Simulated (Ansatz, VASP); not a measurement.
Two plane-wave programs on Ge

```
Ge
1.0
     4.11903    0.00000    0.00000
    -2.05951    3.56718    0.00000
     0.00000    0.00000    6.79292
Ge
4
Direct
  0.66667 0.33333 0.06264
  0.33333 0.66667 0.56264
  0.66667 0.33333 0.43736
  0.33333 0.66667 0.93736
```

Alike in both runs: task single point; functional PBE; k mesh 15 × 15 × 8; occupations gaussian, width 0.1 eV; no spin polarisation.

|  | VASP | Ansatz |
| --- | --- | --- |
| version | VASP 6.6.1 | Ansatz 0.2.0 |
| potentials or method | VASP PAW PBE potentials, release 64 (Ge_d), cutoff 520 eV | scalar-relativistic, plane waves, PAW |
| valence electrons in the cell | 56 | 56 |

```csv
,VASP,Ansatz,Ansatz less VASP
gap on the k mesh at the Fermi level (eV),none,none,-
pressure (GPa),-2.5,-2.4,+0.07
```

A gap of «none» marks a metal or a gap that the smearing closes.
